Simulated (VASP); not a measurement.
# Fe (Im-3m) in VASP: a series of runs

Runs on Fe. Level: PBE. Tasks: single point.

All numbers are computed with VASP 6.6.1; they aren't measurements. Logs are shortened: lines on timing, memory, paths and dates and some standing lists are left out, and cuts for length are marked.

## Step 1: The cell of the first run

Symmetry: Im-3m, No. 229, cubic system. The conventional cell has a = 2.832 Å, b = 2.832 Å, c = 2.832 Å, α = 90.00°, β = 90.00°, γ = 90.00°. Within 3.2 Å of Fe (site symmetry m-3m) lie 14 Fe at 2.45 to 2.83 Å.

## Step 2: Single point, PBE, collinear spin, ferromagnetic start

The input, INCAR:

```
PREC = Accurate ; ENCUT = 520
EDIFF = 1E-6 ; ISMEAR = 0
SIGMA = 0.15 ; LREAL = F
LASPH = T ; NELM = 150
ALGO = Fast ; ISIF = 2
LWAVE = F ; LCHARG = F
ISPIN = 2 ; MAGMOM = 2.44
LORBIT = 11 ; LMAXMIX = 4
GGA = PE ; NBANDS = 14
```

The input, KPOINTS:

```
Automatic mesh
0
Gamma
  10 10 10
```

The input, POSCAR:

```
Fe
1.0
   -1.4157750842      1.4157750842      1.4157750842
    1.4157750842     -1.4157750842      1.4157750842
    1.4157750842      1.4157750842     -1.4157750842
Fe
1
Direct
    0.0000000000      0.0000000000      0.0000000000
```

Potentials or basis: VASP PAW PBE potentials, release 64 (Fe).

Started as:

```bash
cat potpaw_PBE.64/Fe/POTCAR > POTCAR
mpirun -np 1 vasp_std > vasp.out
```

OUTCAR:

```text
PREC = Accurate
   ENCUT = 520
   EDIFF = 1E-6
   ISMEAR = 0
   LREAL = F
   LASPH = T
   NELM = 150
   ISIF = 2
   ISPIN = 2
   LORBIT = 11
   GGA = PE

 ion  position               nearest neighbor table
   1  0.000  0.000  0.000-

  LATTYP: Found a body centered cubic cell.
 ALAT       =     2.8315501684

  Lattice vectors:

 A1 = (  -1.4157750842,   1.4157750842,   1.4157750842)
 A2 = (   1.4157750842,  -1.4157750842,   1.4157750842)
 A3 = (   1.4157750842,   1.4157750842,  -1.4157750842)

Analysis of symmetry for initial positions (statically):
=====================================================================
 Subroutine PRICEL returns:
 Original cell was already a primitive cell.

 Routine SETGRP: Setting up the symmetry group for a
 body centered cubic supercell.

 Subroutine GETGRP returns: Found 48 space group operations
 (whereof 48 operations were pure point group operations)
 out of a pool of 48 trial point group operations.

The static configuration has the point symmetry O_h .

Analysis of symmetry for dynamics (positions and initial velocities):
=====================================================================
 Subroutine PRICEL returns:
 Original cell was already a primitive cell.

 Routine SETGRP: Setting up the symmetry group for a
 body centered cubic supercell.

 Subroutine GETGRP returns: Found 48 space group operations
 (whereof 48 operations were pure point group operations)
 out of a pool of 48 trial point group operations.

The dynamic configuration has the point symmetry O_h .

Analysis of structural, dynamic, and magnetic symmetry:
=====================================================================
 Subroutine PRICEL returns:
 Original cell was already a primitive cell.

 Routine SETGRP: Setting up the symmetry group for a
 body centered cubic supercell.

 Subroutine GETGRP returns: Found 48 space group operations
 (whereof 48 operations were pure point group operations)
 out of a pool of 48 trial point group operations.

The overall configuration has the point symmetry O_h .

 Subroutine INISYM returns: Found 48 space group operations
 (whereof 48 operations are pure point group operations),
 and found     1 'primitive' translations

----------------------------------------------------------------------------------------

                                     Primitive cell

  volume of cell :      11.3512

  direct lattice vectors                    reciprocal lattice vectors
    -1.415775084  1.415775084  1.415775084     0.000000000  0.353163441  0.353163441
     1.415775084 -1.415775084  1.415775084     0.353163441  0.000000000  0.353163441
     1.415775084  1.415775084 -1.415775084     0.353163441  0.353163441  0.000000000

  length of vectors
     2.452194378  2.452194378  2.452194378     0.499448528  0.499448528  0.499448528

  position of ions in fractional coordinates (direct lattice)
     0.000000000  0.000000000  0.000000000

  ion indices of the primitive-cell ions
   primitive index   ion index
                 1           1

----------------------------------------------------------------------------------------

 KPOINTS: Automatic mesh

Automatic generation of k-mesh.
 Grid dimensions read from file:
 generate k-points for:   10   10   10

 Generating k-lattice:

  Cartesian coordinates                     Fractional coordinates (reciprocal lattice)
     0.000000000  0.035316344  0.035316344     0.100000000  0.000000000  0.000000000
     0.035316344  0.000000000  0.035316344     0.000000000  0.100000000  0.000000000
     0.035316344  0.035316344  0.000000000     0.000000000  0.000000000  0.100000000

  Length of vectors
     0.049944853  0.049944853  0.049944853

  Shift w.r.t. Gamma in fractional coordinates (k-lattice)
     0.000000000  0.000000000  0.000000000

 Subroutine IBZKPT returns following result:
 ===========================================

 Found     47 irreducible k-points:

 Following reciprocal coordinates:
            Coordinates               Weight
  0.000000  0.000000  0.000000      1.000000
  0.100000  0.000000  0.000000     12.000000
  0.200000  0.000000  0.000000     12.000000
  0.300000  0.000000  0.000000     12.000000
  0.400000  0.000000  0.000000     12.000000
  0.500000  0.000000  0.000000      6.000000
[... 16 lines left out ...]
  0.300000  0.300000  0.100000      8.000000
 -0.300000  0.300000  0.100000     24.000000
 [... further k-points ...]
   k-points           NKPTS =     47   k-points in BZ     NKDIM =     47   number of bands    NBANDS=     14
   number of dos      NEDOS =    301   number of ions     NIONS =      1
   total plane-waves  NPLWV =   5832
   dimension x,y,z NGX =    18 NGY =   18 NGZ =   18
   dimension x,y,z NGXF=    36 NGYF=   36 NGZF=   36
   ions per type =               1
   NGX,Y,Z   is equivalent  to a cutoff of  12.20, 12.20, 12.20 a.u.
   NGXF,Y,Z  is equivalent  to a cutoff of  24.41, 24.41, 24.41 a.u.
 SYSTEM =  unknown system
   PREC   = accura    normal or accurate (medium, high low for compatibility)
   ISTART =      0    job   : 0-new  1-cont  2-samecut
   ICHARG =      2    charge: 1-file 2-atom 10-const
   ISPIN  =      2    spin polarized calculation?
   LNONCOLLINEAR =      F non collinear calculations
   LSORBIT =      F    spin-orbit coupling
   LASPH  =      T    aspherical Exc in radial PAW
   ENCUT  =  520.0 eV  38.22 Ry    6.18 a.u.   4.56  4.56  4.56*2*pi/ulx,y,z
   NELM   =    150;   NELMIN=  2; NELMDL= -5     # of ELM steps
   EDIFF  = 0.1E-05   stopping-criterion for ELM
   LREAL  =      F    real-space projection
   EDIFFG = 0.1E-04   stopping-criterion for IOM
   NSW    =      0    number of steps for IOM
   IBRION =     -1    ionic relax: 0-MD 1-quasi-New 2-CG
   NFREE  =      0    steps in history (QN), initial steepest desc. (CG)
   ISIF   =      2    stress and relaxation
   ISYM   =      2    0-nonsym 1-usesym 2-fastsym
   POTIM  = 0.5000    time-step for ionic-motion
   TEBEG  =    0.0;   TEEND  =   0.0 temperature during run
   PSTRESS=    0.0 pullay stress
   NELECT =       8.0000    total number of electrons
   NUPDOWN=      -1.0000    fix difference up-down
   EMIN   =  10.00;   EMAX   =-10.00  energy-range for DOS
   EFERMI =   0.00;   METHOD = LEGACY
   ISMEAR =     0;   SIGMA  =   0.15  broadening in eV -4-tet -1-fermi 0-gaus
   EFERMI_NEDOS =   21; number of points for ismear=-14 and -15
   IALGO  =     68    algorithm
   IMIX   =      4    mixing-type and parameters
     AMIX     =   0.40;   BMIX     =  1.00
     AMIX_MAG =   1.60;   BMIX_MAG =  1.00
  volume/ion in A,a.u.               =      11.35        76.60
  Fermi-wavevector in a.u.,A,eV,Ry     =   1.456880  2.753105 28.878372  2.122500
  Thomas-Fermi vector in A             =   2.573747
   LORBIT       =     11    0 simple, 1 ext, 2 COOP (PROOUT), +10 PAW based schemes
   GGA     = PE    functional components
   LHFCALC =     F    Hartree Fock is set to
   AEXX    =    0.0000 exact exchange contribution
   IVDW    =     0    specifies the selected vdW correction
   LEPSILON=     F    determine dielectric tensor
   LRPA    =     F    only Hartree local field effects (RPA)
 spin polarized calculation
 RMM-DIIS sequential band-by-band and
 Gauss-broadening in eV      SIGMA  =   0.15
  energy-cutoff  :      520.00
  volume of cell :       11.35
 maximum number of plane-waves:       321
   NGX =  9   NGY =  9   NGZ =  9

 number of electron       8.0000009 magnetization       2.1367403

 Free energy of the ion-electron system (eV)
  ---------------------------------------------------
  ext. energy  EPLUGINS =         0.00000000
  ---------------------------------------------------
  free energy    TOTEN  =        -8.25388181 eV

  energy without entropy =       -8.24485362  energy(sigma->0) =       -8.24936772

 E-fermi :   5.8395     XC(G=0): -13.1240

 val. band max:        5.8314575085   @ k =  -0.4000   0.5000   0.2000
 cond. band min:       5.8452485472   @ k =  -0.4000   0.5000   0.3000
 fundamental gap:      0.0137910387
 Fermi energy:         5.8394514193

 spin component 1

 k-point     1 :       0.0000    0.0000    0.0000
  band No.  band energies     occupation
      1      -2.5890      1.00000
      2       3.5312      1.00000
      3       3.5312      1.00000
      4       3.5312      1.00000
      5       4.7353      1.00000
      6       4.7353      1.00000
      7      30.8816      0.00000
      8      30.8816      0.00000
      9      30.8816      0.00000
     10      35.9663      0.00000
     11      35.9663      0.00000
     12      38.2718      0.00000
     13      38.2718      0.00000
     14      38.2737      0.00000
[... 375 lines left out ...]
 k-point    24 :      -0.3000    0.3000    0.1000
  band No.  band energies     occupation
      1       0.6104      1.00000
      2       3.0369      1.00000
      3       3.2698      1.00000
      4       4.4271      1.00000
      5       5.1305      1.00000
      6       5.2772      1.00000
      7      19.6458      0.00000
      8      25.5092      0.00000
      9      25.9336      0.00000
     10      32.3179      0.00000
     11      32.9035      0.00000
     12      35.6957      0.00000
     13      44.9709      0.00000
     14      45.0687      0.00000

 [... further k-points ...]

 spin component 2

 k-point     1 :       0.0000    0.0000    0.0000
  band No.  band energies     occupation
      1      -2.4562      1.00000
      2       5.3954      0.99999
      3       5.3956      0.99999
      4       5.3956      0.99999
      5       7.4564      0.00000
      6       7.4566      0.00000
      7      30.5953      0.00000
      8      30.5953      0.00000
      9      30.5953      0.00000
     10      36.1301      0.00000
     11      36.1301      0.00000
     12      38.8852      0.00000
     13      38.8854      0.00000
     14      38.8875      0.00000
[... 375 lines left out ...]
 k-point    24 :      -0.3000    0.3000    0.1000
  band No.  band energies     occupation
      1       1.0354      1.00000
      2       4.7787      1.00000
      3       4.9906      1.00000
      4       6.7024      0.00000
      5       7.1532      0.00000
      6       7.9007      0.00000
      7      20.3701      0.00000
      8      25.7236      0.00000
      9      26.4898      0.00000
     10      32.7055      0.00000
     11      33.3181      0.00000
     12      36.0642      0.00000
     13      45.2159      0.00000
     14      45.3773      0.00000

 [... further k-points ...]
[... 5 lines left out ...]
  --------------------------------------------------------------------------------------
  -------------------------------------------------------------------------------------
  Total       -0.0551573     -0.0551573     -0.0551573     -0.0000000     -0.0000000      0.0000000
  in kB       -7.7852130     -7.7852130     -7.7852130     -0.0000000     -0.0000000      0.0000000
  external PRESSURE =      -7.7852130 kB  Pullay stress =       0.0000000 kB

 VOLUME and BASIS-vectors are now :
 -----------------------------------------------------------------------------
  energy-cutoff  :      520.00
  volume of cell :       11.35
      direct lattice vectors                 reciprocal lattice vectors
    -1.415775084  1.415775084  1.415775084     0.000000000  0.353163441  0.353163441
     1.415775084 -1.415775084  1.415775084     0.353163441  0.000000000  0.353163441
     1.415775084  1.415775084 -1.415775084     0.353163441  0.353163441  0.000000000

 POSITION                                       TOTAL-FORCE (eV/Angst)
 -----------------------------------------------------------------------------------
      0.00000      0.00000      0.00000         0.000000      0.000000     -0.000000
 -----------------------------------------------------------------------------------
    total drift:                                0.000000      0.000000      0.000000

  FREE ENERGIE OF THE ION-ELECTRON SYSTEM (eV)
  ---------------------------------------------------
  free  energy   TOTEN  =        -8.2538818108 eV

  energy  without entropy=       -8.2448536235  energy(sigma->0) =       -8.24936772

 total charge

# of ion       s       p       d       tot
------------------------------------------
    1        0.486   0.544   6.239   7.268

 magnetization (x)

# of ion       s       p       d       tot
------------------------------------------
    1       -0.015  -0.064   2.218   2.139
```

It took 9.8 s on 1 thread of Intel Xeon Platinum 8488C (Sapphire Rapids), shared host; peak memory 0.13 GiB.

Results:

| Property | Result |
| --- | --- |
| Free energy | -8.2539 eV |
| Pressure | -0.8 GPa |
| Net moment | 2.14 μB per cell |
| Site moments | Fe +2.14 μB |
| Valence electrons inside the program's atomic spheres | Fe 7.27 |

Levels at points of the mesh, in eV from the Fermi level:
Spin up:
```csv
k point,band 1,band 2,band 3,band 4,band 5,band 6,band 7,band 8,band 9,band 10
"(0.00, 0.00, 0.00)",-8.43,-2.31,-2.31,-2.31,-1.10,-1.10,25.04,25.04,25.04,30.13
"(0.50, 0.00, 0.00)",-4.93,-3.39,-1.03,-0.92,0.38,0.53,7.36,18.38,20.24,23.51
"(0.50, 0.50, 0.50)",-4.86,-4.86,0.11,0.11,0.11,9.95,9.95,9.95,15.66,15.66
```
Spin down:
```
           k point  band 1  band 2  band 3  band 4  band 5  band 6  band 7
(0.00, 0.00, 0.00)   -8.30   -0.44   -0.44   -0.44    1.62    1.62   24.76
(0.50, 0.00, 0.00)   -3.68   -1.72    0.60    1.47    1.87    2.55    8.69
(0.50, 0.50, 0.50)   -3.07   -3.07    2.25    2.25    2.25   10.19   10.19
```

## Step 3: Single point, PBE, collinear spin, ferromagnetic start

The input, INCAR:

```
SYSTEM = Fe
PREC = Accurate ; ENCUT = 520
EDIFF = 1E-7 ; ISMEAR = 0
SIGMA = 0.15 ; LREAL = .FALSE.
LASPH = .TRUE. ; NELM = 150
ALGO = Normal ; ISIF = 2
LWAVE = .FALSE. ; LCHARG = .TRUE.
ISPIN = 2 ; MAGMOM = 2.44
LORBIT = 11 ; LMAXMIX = 4
GGA = PE ; LELF = .TRUE.
LVHAR = .TRUE. ; NBANDS = 14
```

The input, KPOINTS:

```
regular mesh
0
G
  12 12 12
  0 0 0
```

POSCAR is that of step 2.

Potentials or basis: VASP PAW PBE potentials, release 64 (Fe).

Started as:

```bash
cat potpaw_PBE.64/Fe/POTCAR > POTCAR
mpirun -np 1 vasp_std > vasp.out
```

Run time: 16 s. Hardware: 1 thread of Intel Xeon Platinum 8488C (Sapphire Rapids), shared host; peak memory 0.13 GiB.

Results (log left out):

```
Free energy                                           : -8.2492 eV
Pressure                                              : 0.2 GPa
Net moment                                            : 2.20 μB per cell
Site moments                                          : Fe +2.20 μB
Valence electrons inside the program's atomic spheres : Fe 7.27
```

Levels at points of the mesh, in eV from the Fermi level:
Spin up:
```csv
k point,band 1,band 2,band 3,band 4,band 5,band 6,band 7,band 8,band 9,band 10
"(0.00, 0.00, 0.00)",-8.45,-2.32,-2.32,-2.32,-1.11,-1.11,25.02,25.02,25.02,30.11
"(0.50, 0.00, 0.00)",-4.94,-3.40,-1.04,-0.92,0.37,0.51,7.35,18.36,20.22,23.49
"(0.50, 0.50, 0.50)",-4.86,-4.86,0.10,0.10,0.10,9.93,9.93,9.93,15.64,15.64
```
Spin down:
| k point | band 1 | band 2 | band 3 | band 4 | band 5 | band 6 | band 7 | band 8 |
| --- | --- | --- | --- | --- | --- | --- | --- | --- |
| (0.00, 0.00, 0.00) | -8.28 | -0.40 | -0.40 | -0.40 | 1.65 | 1.65 | 24.77 | 24.77 |
| (0.50, 0.00, 0.00) | -3.65 | -1.68 | 0.62 | 1.51 | 1.91 | 2.60 | 8.72 | 18.41 |
| (0.50, 0.50, 0.50) | -3.04 | -3.04 | 2.30 | 2.30 | 2.30 | 10.20 | 10.20 | 10.20 |

## Step 4: Single point, PBE, collinear spin, ferromagnetic start

The input, INCAR:

```
PREC = Accurate
ENCUT = 520
EDIFF = 1E-6
ISMEAR = 0
SIGMA = 0.1
LREAL = False
LASPH = True
NELM = 150
ALGO = Normal
ISIF = 2
LWAVE = False
LCHARG = True
ISPIN = 2
MAGMOM = 2.66
LORBIT = 11
LMAXMIX = 4
GGA = PE
LELF = True
LVHAR = True
NBANDS = 14
```

The input, KPOINTS:

```
Automatic mesh
0
Gamma
  20 20 20
```

POSCAR is that of step 3.

Started as:

```bash
cat potpaw_PBE.64/Fe/POTCAR > POTCAR
mpirun -np 1 vasp_std > vasp.out
```

Run time: 48 s. Hardware: 1 thread of Intel Xeon Platinum 8488C (Sapphire Rapids), shared host; peak memory 0.17 GiB.

Results (log left out):

```
Free energy                                           : -8.2452 eV
Pressure                                              : -0.1 GPa
Net moment                                            : 2.19 μB per cell
Site moments                                          : Fe +2.19 μB
Valence electrons inside the program's atomic spheres : Fe 7.27
```

Levels at points of the mesh, in eV from the Fermi level:
Spin up:
| k point | band 3 | band 4 | band 5 | band 6 | band 7 | band 8 |
| --- | --- | --- | --- | --- | --- | --- |
| (0.00, 0.00, 0.00) | -2.31 | -2.31 | -1.09 | -1.09 | 25.03 | 25.03 |
| (0.50, 0.00, 0.00) | -1.03 | -0.90 | 0.39 | 0.52 | 7.36 | 18.38 |
| (0.50, 0.50, 0.50) | 0.12 | 0.12 | 0.12 | 9.94 | 9.94 | 9.94 |
Spin down:
| k point | band 1 | band 2 | band 3 | band 4 | band 5 | band 6 | band 7 | band 8 |
| --- | --- | --- | --- | --- | --- | --- | --- | --- |
| (0.00, 0.00, 0.00) | -8.27 | -0.39 | -0.39 | -0.39 | 1.66 | 1.66 | 24.78 | 24.78 |
| (0.50, 0.00, 0.00) | -3.64 | -1.67 | 0.63 | 1.52 | 1.92 | 2.61 | 8.73 | 18.42 |
| (0.50, 0.50, 0.50) | -3.03 | -3.03 | 2.30 | 2.30 | 2.30 | 10.22 | 10.22 | 10.22 |

(Part 1 of 2 ends here.)
